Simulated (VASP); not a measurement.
# Ca in VASP: a series of runs

Ca is run at these levels: PBE; tasks: single point.

Everything below comes from runs of VASP 6.6.1. Logs are shortened: lines on timing, memory, paths and dates and some standing lists are left out, and cuts for length are marked.

### 1 The cell of the first run

It takes space group Cmcm (No. 63, orthorhombic). The conventional cell has a = 3.735 Å, b = 6.433 Å, c = 6.166 Å, α = 90.00°, β = 90.00°, γ = 90.00°. Ca (site symmetry m2m) has 12 Ca at 3.72 to 3.77 Å within 4.9 Å.

### 2 Single point, PBE

File INCAR:

```
SYSTEM = Ca
PREC = Accurate ; ENCUT = 520
EDIFF = 1E-6 ; ISMEAR = 0
SIGMA = 0.05 ; LREAL = .False.
LASPH = .True. ; NELM = 60
ALGO = Fast ; ISIF = 2
LWAVE = .False. ; LCHARG = .True.
GGA = PE ; LELF = .True.
LVHAR = .True. ; NBANDS = 17
```

File KPOINTS:

```
Automatic mesh
0
Gamma
  10 10 6
  0 0 0
```

File POSCAR:

```
Ca
1.0
    1.8673271368     -3.2164399972      0.0000000000
    1.8673271368      3.2164399972      0.0000000000
    0.0000000000      0.0000000000      6.1658748036
Ca
2
Direct
    0.8355866000      0.1644134000      0.2500000000
    0.1644134000      0.8355866000      0.7500000000
```

Potentials or basis: VASP PAW PBE potentials, release 64 (Ca_sv).

On the command line:

```bash
cat potpaw_PBE.64/Ca_sv/POTCAR > POTCAR
mpirun -np 1 vasp_std > vasp.out
```

OUTCAR:

```text
SYSTEM = Ca
   PREC = Accurate
   ENCUT = 520
   EDIFF = 1E-6
   ISMEAR = 0
   LREAL = .False.
   LASPH = .True.
   NELM = 60
   ISIF = 2
   GGA = PE

 ion  position               nearest neighbor table
   1  0.836  0.164  0.250-
   2  0.164  0.836  0.750-

  LATTYP: Found a base centered orthorhombic cell.
 ALAT       =     3.7346542736
 B/A-ratio  =     1.7224834009
 C/A-ratio  =     1.6509894496

  Lattice vectors:

 A1 = (   1.8673271368,  -3.2164399972,   0.0000000000)
 A2 = (   1.8673271368,   3.2164399972,   0.0000000000)
 A3 = (   0.0000000000,   0.0000000000,   6.1658748036)

Analysis of symmetry for initial positions (statically):
=====================================================================
 Subroutine PRICEL returns:
 Original cell was already a primitive cell.

 Routine SETGRP: Setting up the symmetry group for a
 base centered orthorhombic supercell.

 Subroutine GETGRP returns: Found  8 space group operations
 (whereof  4 operations were pure point group operations)
 out of a pool of  8 trial point group operations.

The static configuration has the point symmetry C_2h.
 The point group associated with its full space group is D_2h.

Analysis of symmetry for dynamics (positions and initial velocities):
=====================================================================
 Subroutine PRICEL returns:
 Original cell was already a primitive cell.

 Routine SETGRP: Setting up the symmetry group for a
 base centered orthorhombic supercell.

 Subroutine GETGRP returns: Found  8 space group operations
 (whereof  4 operations were pure point group operations)
 out of a pool of  8 trial point group operations.

The dynamic configuration has the point symmetry C_2h.
 The point group associated with its full space group is D_2h.

 Subroutine INISYM returns: Found  8 space group operations
 (whereof  4 operations are pure point group operations),
 and found     1 'primitive' translations

----------------------------------------------------------------------------------------

                                     Primitive cell

  volume of cell :      74.0663

  direct lattice vectors                    reciprocal lattice vectors
     1.867327137 -3.216439997  0.000000000     0.267762402 -0.155451369  0.000000000
[... 77 lines left out ...]
   PREC   = accura    normal or accurate (medium, high low for compatibility)
   ISTART =      0    job   : 0-new  1-cont  2-samecut
   ICHARG =      2    charge: 1-file 2-atom 10-const
   ISPIN  =      1    spin polarized calculation?
   LNONCOLLINEAR =      F non collinear calculations
   LSORBIT =      F    spin-orbit coupling
   LASPH  =      T    aspherical Exc in radial PAW
   ENCUT  =  520.0 eV  38.22 Ry    6.18 a.u.   6.92  6.92 11.46*2*pi/ulx,y,z
   NELM   =     60;   NELMIN=  2; NELMDL= -5     # of ELM steps
   EDIFF  = 0.1E-05   stopping-criterion for ELM
   LREAL  =      F    real-space projection
   EDIFFG = 0.1E-04   stopping-criterion for IOM
   NSW    =      0    number of steps for IOM
   IBRION =     -1    ionic relax: 0-MD 1-quasi-New 2-CG
   NFREE  =      0    steps in history (QN), initial steepest desc. (CG)
   ISIF   =      2    stress and relaxation
   ISYM   =      2    0-nonsym 1-usesym 2-fastsym
   POTIM  = 0.5000    time-step for ionic-motion
   TEBEG  =    0.0;   TEEND  =   0.0 temperature during run
   PSTRESS=    0.0 pullay stress
   NELECT =      20.0000    total number of electrons
   NUPDOWN=      -1.0000    fix difference up-down
   EMIN   =  10.00;   EMAX   =-10.00  energy-range for DOS
   EFERMI =   0.00;   METHOD = LEGACY
   ISMEAR =     0;   SIGMA  =   0.05  broadening in eV -4-tet -1-fermi 0-gaus
   EFERMI_NEDOS =   21; number of points for ismear=-14 and -15
   IALGO  =     68    algorithm
   IMIX   =      4    mixing-type and parameters
     AMIX     =   0.40;   BMIX     =  1.00
     AMIX_MAG =   1.60;   BMIX_MAG =  1.00
  volume/ion in A,a.u.               =      37.03       249.91
  Fermi-wavevector in a.u.,A,eV,Ry     =   1.058144  1.999602 15.234009  1.119668
  Thomas-Fermi vector in A             =   2.193442
   LORBIT       =      0    0 simple, 1 ext, 2 COOP (PROOUT), +10 PAW based schemes
   GGA     = PE    functional components
   LHFCALC =     F    Hartree Fock is set to
   AEXX    =    0.0000 exact exchange contribution
   IVDW    =     0    specifies the selected vdW correction
   LEPSILON=     F    determine dielectric tensor
   LRPA    =     F    only Hartree local field effects (RPA)
 non-spin polarized calculation
 RMM-DIIS sequential band-by-band and
 Gauss-broadening in eV      SIGMA  =   0.05
  energy-cutoff  :      520.00
  volume of cell :       74.07
 maximum number of plane-waves:      2016
   NGX = 13   NGY = 13   NGZ = 23

 number of electron      20.0000002 magnetization

 Free energy of the ion-electron system (eV)
  ---------------------------------------------------
  ext. energy  EPLUGINS =         0.00000000
  ---------------------------------------------------
  free energy    TOTEN  =        -3.76324927 eV

  energy without entropy =       -3.76024615  energy(sigma->0) =       -3.76174771

 E-fermi :   2.5809     XC(G=0):  -8.1505

 val. band max:        2.5737848986   @ k =   0.4000   0.0000   0.0000
 cond. band min:       2.5869212823   @ k =   0.3000   0.3000   0.1667
 fundamental gap:      0.0131363837
 Fermi energy:         2.5808809422

 k-point     1 :       0.0000    0.0000    0.0000
  band No.  band energies     occupation
      1     -39.2050      2.00000
      2     -39.1814      2.00000
      3     -20.3031      2.00000
      4     -20.1332      2.00000
      5     -20.1294      2.00000
      6     -20.1042      2.00000
[... 457 lines left out ...]
      4     -20.2516      2.00000
      5     -20.2291      2.00000
      6     -20.1984      2.00000
[... 9 lines left out ...]
     16       6.5109      0.00000
     17       6.7717      0.00000

 [... further k-points ...]
[... 5 lines left out ...]
  --------------------------------------------------------------------------------------
  -------------------------------------------------------------------------------------
  Total        1.1895734      1.3288142      1.5319685      0.0000000      0.0000000      0.0000000
  in kB       25.7324572     28.7444675     33.1390349      0.0000000      0.0000000      0.0000000
  external PRESSURE =      29.2053199 kB  Pullay stress =       0.0000000 kB

 VOLUME and BASIS-vectors are now :
 -----------------------------------------------------------------------------
  energy-cutoff  :      520.00
  volume of cell :       74.07
      direct lattice vectors                 reciprocal lattice vectors
     1.867327137 -3.216439997  0.000000000     0.267762402 -0.155451369  0.000000000
     1.867327137  3.216439997  0.000000000     0.267762402  0.155451369  0.000000000
     0.000000000  0.000000000  6.165874804     0.000000000  0.000000000  0.162182988

 POSITION                                       TOTAL-FORCE (eV/Angst)
 -----------------------------------------------------------------------------------
      1.86733     -2.15879      1.54147         0.000000      0.018167     -0.000000
      1.86733      2.15879      4.62441         0.000000     -0.018167      0.000000
 -----------------------------------------------------------------------------------
    total drift:                                0.000000      0.000000      0.000000

  FREE ENERGIE OF THE ION-ELECTRON SYSTEM (eV)
  ---------------------------------------------------
  free  energy   TOTEN  =        -3.7632492727 eV

  energy  without entropy=       -3.7602461500  energy(sigma->0) =       -3.76174771
```

OSZICAR:

```text
N       E                     dE             d eps       ncg     rms          rms(c)
DAV:   1     0.174352356626E+03    0.17435E+03   -0.10112E+04  4224   0.108E+03
DAV:   2     0.563975081622E+01   -0.16871E+03   -0.16655E+03  4758   0.324E+02
DAV:   3    -0.352045843820E+01   -0.91602E+01   -0.90951E+01  8136   0.549E+01
DAV:   4    -0.379093181924E+01   -0.27047E+00   -0.27012E+00  5069   0.101E+01
DAV:   5    -0.380322812383E+01   -0.12296E-01   -0.12285E-01  7160   0.138E+00    0.291E+00
RMM:   6    -0.377369943768E+01    0.29529E-01   -0.22902E-02  4431   0.146E+00    0.182E+00
RMM:   7    -0.376332197981E+01    0.10377E-01   -0.47157E-02  4720   0.233E+00    0.157E-01
RMM:   8    -0.376272816183E+01    0.59382E-03   -0.12251E-02  5286   0.114E+00    0.402E-02
RMM:   9    -0.376314423729E+01   -0.41608E-03   -0.45727E-03  6495   0.532E-01    0.501E-02
RMM:  10    -0.376322424191E+01   -0.80005E-04   -0.69170E-04  6450   0.174E-01    0.620E-02
RMM:  11    -0.376323421219E+01   -0.99703E-05   -0.35877E-04  6407   0.149E-01    0.237E-02
RMM:  12    -0.376324479424E+01   -0.10582E-04   -0.11590E-04  7030   0.605E-02    0.226E-02
RMM:  13    -0.376324839523E+01   -0.36010E-05   -0.32217E-05  6358   0.269E-02    0.692E-03
RMM:  14    -0.376324864214E+01   -0.24691E-06   -0.13232E-05  5785   0.169E-02    0.350E-03
RMM:  15    -0.376324927268E+01   -0.63054E-06   -0.61375E-06  5273   0.857E-03
   1 F= -.37632493E+01 E0= -.37617477E+01  d E =-.300312E-02
```

Wall time 72 s (1 thread of Intel Xeon 6975P-C (Granite Rapids), shared host); peak memory 0.27 GiB.

Results:

| Item | Value |
| --- | --- |
| Free energy | -3.7632 eV |
| Pressure | 2.9 GPa |
| Largest force | 0.018 eV/Å |
| Band gap on the k mesh | zero (band 10 reaches 2.72 eV, above the bottom of band 11 at 2.40 eV) |

Forces in eV/Å, atoms in the order of the input:
```
Ca   0.000  0.018  0.000
Ca   0.000 -0.018  0.000
```

### 3 Single point, PBE

This run uses another cell than the first one, of 43.57 Å³/atom, 1.176 times its volume.

File INCAR:

```
SYSTEM = Ca
PREC = Accurate ; ENCUT = 520
EDIFF = 1E-6 ; ISMEAR = 0
SIGMA = 0.05 ; LREAL = .FALSE.
LASPH = .TRUE. ; NELM = 60
ALGO = Fast ; ISIF = 2
LWAVE = .FALSE. ; LCHARG = .TRUE.
GGA = PE ; LELF = .TRUE.
LVHAR = .TRUE. ; NBANDS = 17
```

File KPOINTS:

```
regular mesh
0
G
  10 10 6
  0 0 0
```

File POSCAR:

```
Ca
1.0
    1.9712759950     -3.3954901800      0.0000000000
    1.9712759950      3.3954901800      0.0000000000
    0.0000000000      0.0000000000      6.5091117400
Ca
2
Direct
    0.8355866000      0.1644134000      0.2500000000
    0.1644134000      0.8355866000      0.7500000000
```

Potentials or basis: VASP PAW PBE potentials, release 64 (Ca_sv).

On the command line:

```bash
cat potpaw_PBE.64/Ca_sv/POTCAR > POTCAR
mpirun -np 1 vasp_std > vasp.out
```

It took 94 s on 1 thread of Intel Xeon 6975P-C (Granite Rapids), shared host; peak memory 0.3 GiB.

The run converged. Its results:

```yaml
Free_energy: -3.8504 eV
Pressure: -0.5 GPa
Largest_force: 0.015 eV/Å
Band_gap_on_the_k_mesh: zero (band 10 reaches 2.05 eV, above the bottom of band 11 at 1.60 eV)
```

Forces in eV/Å, atoms in the order of the input:
```
Ca   0.000  0.015  0.000
Ca   0.000 -0.015  0.000
```

Stress tensor (GPa, compression positive):
```
-0.57  0.00  0.00
 0.00 -0.39  0.00
 0.00  0.00 -0.47
```

Levels at points of the mesh, in eV from the Fermi level:
```csv
k point,band 7,band 8,band 9,band 10,band 11,band 12,band 13,band 14
"(0.00, 0.00, 0.00)",-23.10,-23.09,-4.07,-1.12,-0.33,2.13,2.18,2.21
"(0.50, 0.00, 0.00)",-23.12,-23.12,-1.17,-0.75,0.16,0.33,1.28,1.79
"(0.50, 0.50, 0.00)",-23.12,-23.12,-1.13,-0.74,0.19,0.34,1.24,1.78
"(0.00, 0.00, 0.50)",-23.11,-23.11,-3.09,-3.09,1.28,1.28,2.17,2.17
"(0.50, 0.00, 0.50)",-23.12,-23.12,-0.73,-0.73,0.01,0.01,1.37,1.37
"(0.50, 0.50, 0.50)",-23.12,-23.12,-0.72,-0.72,0.05,0.05,1.35,1.35
```

### 4 Single point, PBE

This run uses another cell than the first one, of 43.57 Å³/atom, 1.176 times its volume.

File INCAR:

```
PREC = Accurate
ENCUT = 520
EDIFF = 1E-6
ISMEAR = 0
SIGMA = 0.05
LREAL = F
LASPH = T
NELM = 100
ALGO = Fast
ISIF = 2
LWAVE = F
LCHARG = T
GGA = PE
LELF = T
LVHAR = T
NBANDS = 17
```

File KPOINTS:

```
Automatic mesh
0
Gamma
  10 10 6
```

POSCAR, as its differences from that of step 3:

```diff
@@ -9,2 +9,2 @@
     0.8355866000      0.1644134000      0.2500000000
-    0.1644134000      0.8355866000      0.7500000000
+    0.1749093064      0.8094710748      0.7619970110
```

On the command line:

```bash
cat potpaw_PBE.64/Ca_sv/POTCAR > POTCAR
mpirun -np 1 vasp_std > vasp.out
```

It took 3.4 min on 1 thread of Intel Xeon 6975P-C (Granite Rapids), shared host; peak memory 0.48 GiB.

Results (log left out):

```yaml
Free_energy: -3.8451 eV
Pressure: -0.4 GPa
Largest_force: 0.116 eV/Å
Band_gap_on_the_k_mesh: zero (band 10 reaches 2.04 eV, above the bottom of band 11 at 1.60 eV)
```

Forces on the atoms (eV/Å):
```
Ca  -0.013 -0.025  0.113
Ca   0.013  0.025 -0.113
```

Stress tensor (GPa, compression positive):
```
-0.36  0.05 -0.01
 0.05 -0.56 -0.01
-0.01 -0.01 -0.41
```

Levels at points of the mesh, in eV from the Fermi level:
```csv
k point,band 7,band 8,band 9,band 10,band 11,band 12,band 13,band 14
"(0.00, 0.00, 0.00)",-23.10,-23.09,-4.06,-1.12,-0.33,2.13,2.16,2.24
"(0.50, 0.00, 0.00)",-23.12,-23.11,-1.16,-0.76,0.18,0.34,1.24,1.77
"(0.00, 0.50, 0.00)",-23.12,-23.11,-1.14,-0.77,0.21,0.36,1.18,1.74
"(0.50, 0.50, 0.00)",-23.12,-23.11,-1.17,-0.71,0.13,0.30,1.39,1.86
"(0.00, 0.00, 0.50)",-23.10,-23.10,-3.13,-3.05,1.18,1.38,2.18,2.19
"(0.50, 0.00, 0.50)",-23.12,-23.12,-0.73,-0.73,0.03,0.03,1.29,1.41
"(0.00, 0.50, 0.50)",-23.12,-23.12,-0.74,-0.74,0.05,0.05,1.27,1.39
"(0.50, 0.50, 0.50)",-23.13,-23.12,-0.70,-0.70,0.01,0.01,1.36,1.49
```
